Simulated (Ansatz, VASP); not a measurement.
**RbCd: VASP beside Ansatz**

The input INCAR:

```
SYSTEM = RbCd
  PREC = Accurate
  ENCUT = 600
  EDIFF = 1E-7
  ISMEAR = 0
  SIGMA = 0.1
  LREAL = .FALSE.
  LASPH = .TRUE.
  NELM = 60
  ALGO = Fast
  ISIF = 3
  LWAVE = .FALSE.
  LCHARG = .FALSE.
  GGA = PE
  IBRION = 2
  NSW = 100
  EDIFFG = -0.01
```

Contents of KPOINTS:

```
regular mesh
0
G
  10 10 10
  0 0 0
```

The input POSCAR:

```
RbCd
1.0
    0.0000000000      4.1166595167      4.1166595167
    4.1166595167      0.0000000000      4.1166595167
    4.1166595167      4.1166595167      0.0000000000
Rb Cd
2 2
Direct
    0.5000000000      0.5000000000      0.5000000000
    0.7500000000      0.7500000000      0.7500000000
    0.0000000000      0.0000000000      0.0000000000
    0.2500000000      0.2500000000      0.2500000000
```

Input for Ansatz:

```yaml
crystal:
  lattice:
    - [0.0, 4.1166595167, 4.1166595167]
    - [4.1166595167, 0.0, 4.1166595167]
    - [4.1166595167, 4.1166595167, 0.0]
  atoms:
    - { symbol: Rb, position: [0.5, 0.5, 0.5] }
    - { symbol: Rb, position: [0.75, 0.75, 0.75] }
    - { symbol: Cd, position: [0.0, 0.0, 0.0] }
    - { symbol: Cd, position: [0.25, 0.25, 0.25] }
basis:
  ecutwfc: 420
kpoints:
  mp_grid: { grid: [10, 10, 10] }
hamiltonian:
  xc: pbe
scf:
  occupations: { method: gaussian, width: 0.1 }
output:
  forces: true
  stress: true
  eigenvalues: true
relax:
  adjacent_minimum: "off"
  f_tol: 0.01
  max_steps: 80
  cell: { stress_tol: 0.05 }
```

Alike in both runs: task relaxation of cell and atoms; functional PBE; k mesh 10 × 10 × 10; occupations gaussian, width 0.1 eV; no spin polarisation.

|  | VASP | Ansatz |
| --- | --- | --- |
| version | VASP 6.6.1 | Ansatz 0.2.0 |
| potentials or method | VASP PAW PBE potentials, release 64 (Rb_sv, Cd), cutoff 600 eV | scalar-relativistic, plane waves, PAW |
| valence electrons in the cell | 42 | 58 |

Ansatz gave:

| Quantity | Value |
| --- | --- |
| gap on the k mesh at the Fermi level, each at its own relaxed structure (eV) | none |
| relaxed volume (Å³/atom) | 42.68 |
| relaxed length of the cell vector where the two differ most in proportion (Å) | 6.227 |

**Question.** What did VASP give for the same quantities?

**Answer.** gap on the k mesh at the Fermi level, each at its own relaxed structure (eV): none; relaxed volume (Å³/atom): 42.64; relaxed length of the cell vector where the two differ most in proportion (Å): 6.225.

A gap of «none» marks a metal or a gap that the smearing closes. VASP's potentials hold 42 valence electrons a cell and Ansatz's 58, so a difference there can come from the potentials and not from the codes.

Noted on VASP's run: the volume moved by over 15 % at a fixed basis, so the end points are rough.
